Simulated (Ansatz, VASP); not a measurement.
## Two plane-wave programs on SiGe

Contents of INCAR:

```
SYSTEM = SiGe
ALGO = Normal
EDIFF = 1E-7
ENCUT = 520
GGA = PS
ISIF = 2
ISMEAR = 0
LASPH = .TRUE.
LCHARG = .FALSE.
LREAL = .FALSE.
LWAVE = .FALSE.
NBANDS = 26
NELM = 100
PREC = Accurate
SIGMA = 0.03
```

KPOINTS

```
k-points
0
G
  12 12 6
  0 0 0
```

File POSCAR:

```
SiGe
1.0
    3.9044512986      0.0000000000      0.0000000000
   -1.9522256493      3.3813540124      0.0000000000
    0.0000000000      0.0000000000      6.4507830000
Si Ge
2 2
Direct
    0.6666666667      0.3333333333      0.8653058035
    0.3333333333      0.6666666667      0.3653058035
    0.6666666667      0.3333333333      0.5039886419
    0.3333333333      0.6666666667      0.0039886419
```

Input for Ansatz:

```yaml
crystal:
  lattice:
    - [3.9044512986, 0.0, 0.0]
    - [-1.9522256493, 3.3813540124, 0.0]
    - [0.0, 0.0, 6.450783]
  atoms:
    - { symbol: Si, position: [0.6666666667, 0.3333333333, 0.8653058035] }
    - { symbol: Si, position: [0.3333333333, 0.6666666667, 0.3653058035] }
    - { symbol: Ge, position: [0.6666666667, 0.3333333333, 0.5039886419] }
    - { symbol: Ge, position: [0.3333333333, 0.6666666667, 0.0039886419] }
basis:
  ecutwfc: 420
kpoints:
  mp_grid: { grid: [12, 12, 6] }
hamiltonian:
  xc: pbesol
scf:
  occupations: { method: gaussian, width: 0.03 }
output:
  forces: true
  stress: true
  eigenvalues: true
```

Change from the starting cell: mode 10 (401.9 1/cm) frozen in, largest displacement -0.060 Å.

Alike in both runs: task single point; functional PBEsol; k mesh 12 × 12 × 6; occupations gaussian, width 0.03 eV; no spin polarisation.

```csv
,VASP,Ansatz
version,VASP 6.6.1,Ansatz 0.2.0
potentials or method,"VASP PAW PBE potentials, release 64 (Si, Ge_d), cutoff 520 eV","scalar-relativistic, plane waves, PAW"
valence electrons in the cell,36,36
```

|  | VASP | Ansatz | Ansatz less VASP |
| --- | --- | --- | --- |
| gap on the k mesh at the Fermi level (eV) | 0.07 | 0.07 | -0.002 |
| least direct gap on the mesh (eV) | 0.35 | 0.34 | -0.005 |
| pressure (GPa) | -0.2 | -0.2 | +0.03 |
| traceless stress, the component that is largest in VASP (GPa) | 3.36 | 3.38 | +0.022 |
| rms of the force components (eV/Å) | 0.640 | 0.641 | +0.0016 |

VASP's potentials were made for PBE, not for PBEsol. Atom by atom the forces differ by 0.002 eV/Å (rms over components). The functional is the same, so the differences come from potentials, cutoffs and numerics.
